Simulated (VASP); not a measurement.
# FeO (Wuestite) (Fm-3m) in VASP: settings compared, part 2 of 2

VASP 6.6.1. Earlier steps stand in the parts before.

### Step 5. Single point, PBEsol, collinear spin, ferromagnetic start

The input, INCAR:

```
SYSTEM = FeO
PREC = Accurate
ENCUT = 520
EDIFF = 1E-6
ISMEAR = -1
SIGMA = 0.05
LREAL = .FALSE.
LASPH = .TRUE.
NELM = 150
ALGO = Normal
ISIF = 2
LWAVE = .FALSE.
LCHARG = .TRUE.
ISPIN = 2
MAGMOM = 0.8 0
LORBIT = 11
NUPDOWN = 0.8
LMAXMIX = 4
GGA = PS
LELF = .TRUE.
LVHAR = .TRUE.
NBANDS = 18
```

The input, KPOINTS:

```
Automatic mesh
0
G
  9 9 9
  0 0 0
```

The input, POSCAR:

```
FeO
1.0
    0.0000000000      2.1554000000      2.1554000000
    2.1554000000      0.0000000000      2.1554000000
    2.1554000000      2.1554000000      0.0000000000
Fe O
1 1
Direct
    0.0000000000      0.0000000000      0.0000000000
    0.5000000000      0.5000000000      0.5000000000
```

Potentials or basis: VASP PAW PBE potentials, release 64 (Fe, O).

Command:

```sh
$ cat potpaw_PBE.64/Fe/POTCAR potpaw_PBE.64/O/POTCAR > POTCAR
$ mpirun -np 1 vasp_std > vasp.out
```

OUTCAR:

```text
SYSTEM = FeO
   PREC = Accurate
   ENCUT = 520
   EDIFF = 1E-6
   ISMEAR = -1
   LREAL = .FALSE.
   LASPH = .TRUE.
   NELM = 150
   ISIF = 2
   ISPIN = 2
   LORBIT = 11
   NUPDOWN = 0.8
   GGA = PS

 ion  position               nearest neighbor table
   1  0.000  0.000  0.000-   2 2.16   2 2.16   2 2.16   2 2.16   2 2.16   2 2.16
   2  0.500  0.500  0.500-   1 2.16   1 2.16   1 2.16   1 2.16   1 2.16   1 2.16

  LATTYP: Found a face centered cubic cell.
 ALAT       =     4.3108000000

  Lattice vectors:

 A1 = (   0.0000000000,   2.1554000000,   2.1554000000)
 A2 = (   2.1554000000,   0.0000000000,   2.1554000000)
 A3 = (   2.1554000000,   2.1554000000,   0.0000000000)

Analysis of symmetry for initial positions (statically):
=====================================================================
 Subroutine PRICEL returns:
 Original cell was already a primitive cell.

 Routine SETGRP: Setting up the symmetry group for a
 face centered cubic supercell.

 Subroutine GETGRP returns: Found 48 space group operations
 (whereof 48 operations were pure point group operations)
[... 693 lines left out ...]

 k-point     1 :       0.0000    0.0000    0.0000
  band No.  band energies     occupation
      1     -14.9883      1.00000
      2       1.7754      1.00000
      3       1.7754      1.00000
      4       1.7754      1.00000
      5       4.5741      1.00000
      6       4.5741      1.00000
[... 493 lines left out ...]
     17      35.7247      0.00000
     18      35.7247      0.00000

 [... further k-points ...]
[... 5 lines left out ...]
  --------------------------------------------------------------------------------------
  -------------------------------------------------------------------------------------
  Total       -3.9086577     -3.9086577     -3.9086577      0.0000000      0.0000000      0.0000000
  in kB     -312.6976324   -312.6976324   -312.6976324      0.0000000      0.0000000      0.0000000
  external PRESSURE =    -312.6976324 kB  Pullay stress =       0.0000000 kB

 VOLUME and BASIS-vectors are now :
 -----------------------------------------------------------------------------
  energy-cutoff  :      520.00
  volume of cell :       20.03
      direct lattice vectors                 reciprocal lattice vectors
     0.000000000  2.155400000  2.155400000    -0.231975503  0.231975503  0.231975503
     2.155400000  0.000000000  2.155400000     0.231975503 -0.231975503  0.231975503
     2.155400000  2.155400000  0.000000000     0.231975503  0.231975503 -0.231975503

 POSITION                                       TOTAL-FORCE (eV/Angst)
 -----------------------------------------------------------------------------------
      0.00000      0.00000      0.00000        -0.000000     -0.000000     -0.000000
      2.15540      2.15540      2.15540         0.000000      0.000000      0.000000
 -----------------------------------------------------------------------------------
    total drift:                                0.000000     -0.000000     -0.000000

  FREE ENERGIE OF THE ION-ELECTRON SYSTEM (eV)
  ---------------------------------------------------
  free  energy   TOTEN  =       -14.5758220694 eV

  energy  without entropy=      -14.5347403594  energy(sigma->0) =      -14.55528121

 total charge

# of ion       s       p       d       tot
------------------------------------------
    1        0.266   0.325   6.272   6.863
    2        1.554   3.338   0.000   4.892
--------------------------------------------------
tot          1.820   3.663   6.272  11.754

 magnetization (x)

# of ion       s       p       d       tot
------------------------------------------
    1        0.002  -0.001   0.791   0.791
    2       -0.008   0.018   0.000   0.010
--------------------------------------------------
tot         -0.006   0.017   0.791   0.802
```

OSZICAR:

```text
N       E                     dE             d eps       ncg     rms          rms(c)
DAV:   1     0.635771338712E+02    0.63577E+02   -0.66622E+03  2744   0.895E+02
DAV:   2    -0.129553348616E+02   -0.76532E+02   -0.66196E+02  2608   0.201E+02
DAV:   3    -0.169233530120E+02   -0.39680E+01   -0.37622E+01  2988   0.480E+01
DAV:   4    -0.169528143019E+02   -0.29461E-01   -0.29427E-01  3008   0.393E+00
DAV:   5    -0.169530178584E+02   -0.20356E-03   -0.20355E-03  3078   0.344E-01    0.132E+01
DAV:   6    -0.169463581193E+02    0.66597E-02   -0.20009E+01  3158   0.553E+01    0.181E+01
DAV:   7    -0.146718247886E+02    0.22745E+01   -0.14494E+01  3228   0.472E+01    0.498E+00
DAV:   8    -0.145693995540E+02    0.10243E+00   -0.59295E-01  3400   0.825E+00    0.188E+00
DAV:   9    -0.145783251056E+02   -0.89256E-02   -0.75982E-02  3144   0.146E+00    0.834E-01
DAV:  10    -0.145755005160E+02    0.28246E-02   -0.11035E-02  3392   0.120E+00    0.384E-01
DAV:  11    -0.145756756911E+02   -0.17518E-03   -0.20366E-02  3248   0.775E-01    0.215E-01
DAV:  12    -0.145755366478E+02    0.13904E-03   -0.84171E-04  3798   0.368E-01    0.144E-01
DAV:  13    -0.145757585916E+02   -0.22194E-03   -0.72320E-04  3530   0.164E-01    0.659E-02
DAV:  14    -0.145758213033E+02   -0.62712E-04   -0.76559E-04  3784   0.191E-01    0.159E-02
DAV:  15    -0.145758226366E+02   -0.13332E-05   -0.13206E-05  2770   0.307E-02    0.987E-03
DAV:  16    -0.145758220694E+02    0.56714E-06   -0.12369E-06  1862   0.855E-03
   1 F= -.14575822E+02 E0= -.14555281E+02  d E =-.410817E-01  mag=     0.8000
```

stdout:

```text
POSCAR found type information on POSCAR FeO
 POSCAR found :  2 types and       2 ions
 scaLAPACK will be used
 -----------------------------------------------------------------------------
|                                                                             |
|                                                                             |
|     You enforced a specific xc type in the INCAR file but a different       |
|     I HOPE YOU KNOW WHAT YOU ARE DOING!                                     |
|                                                                             |
 -----------------------------------------------------------------------------

 LDA part: xc-table for (Slater+PW92), standard interpolation
 POSCAR, INCAR and KPOINTS ok, starting setup
 FFT: planning ... GRIDC
 FFT: planning ... GRID_SOFT
 FFT: planning ... GRID
 WAVECAR not read
 entering main loop
```

Wall time 22 s (1 thread of AMD EPYC 9R14 (Zen 4), shared host); peak memory 0.13 GiB.

What came out:

- Free energy: -14.5758 eV
- Pressure: -31.3 GPa
- Net moment: 0.80 μB per cell
- Site moments: Fe +0.79; O +0.01 μB
- Valence electrons inside the program's atomic spheres: Fe 6.86; O 4.89

Caveat: the PAW data sets were made with another functional, which shifts forces and pressure a little; the total moment is fixed, so each spin has its own Fermi level; a cell with one magnetic atom can't hold antiferromagnetic order, which such compounds often take.

### Step 6. The runs side by side

| level | potentials or basis | spin | fixed moment (μB) | k mesh | smearing | gap on the mesh (eV) | pressure (GPa) | moment (μB) |
| --- | --- | --- | --- | --- | --- | --- | --- | --- |
| PBE | VASP PAW PBE potentials, release 64 (Fe, O) | collinear, ferromagnetic start | - | 11 × 11 × 11 | gaussian 0.012 eV | none | -0.2 | 4.00 |
| LDA | VASP PAW LDA potentials, release 64 (Fe, O) | collinear, ferromagnetic start | - | 11 × 11 × 11 | fermi-dirac 0.05 eV | none | -15.4 | 3.99 |
| PBEsol | VASP PAW PBE potentials, release 64 (Fe, O) | collinear, zero start | 0.0 | 9 × 9 × 9 | fermi-dirac 0.05 eV | - | -33.6 | 0.00 |
| PBEsol | VASP PAW PBE potentials, release 64 (Fe, O) | collinear, ferromagnetic start | 0.8 | 9 × 9 × 9 | fermi-dirac 0.05 eV | - | -31.3 | 0.80 |

Alike in all rows: task single point; cell as given; cutoff (eV) 520.

Caveats: a cell with one magnetic atom can't hold antiferromagnetic order, which such compounds often take (some runs); semilocal functionals often make such compounds metallic where correlation or magnetic order opens a gap, which also shifts bond lengths (some runs); the PAW data sets were made with another functional, which shifts forces and pressure a little (some runs); the total moment is fixed, so each spin has its own Fermi level (some runs).

Absolute energies hang on the potentials; compare differences alone.

### Step 7. How close it comes

Step 2. Measured gap of FeO: 2.4 eV (optical; quoted in “W\"ustite: Electric, thermodynamic and optical properties of FeO”, 2012, arxiv:1203.1201). This calculation gives 0.00 eV (-2.40 eV). So large a miss can be the level of theory's own, or it may mean another phase, state or a wrong row. The value is that of PBE on a finite k mesh, which can miss the band edges, without temperature or zero-point motion. Semilocal functionals fall short of measured gaps as a rule. The run's magnetic order (collinear spin, ferromagnetic start) needn't be the measured crystal's.
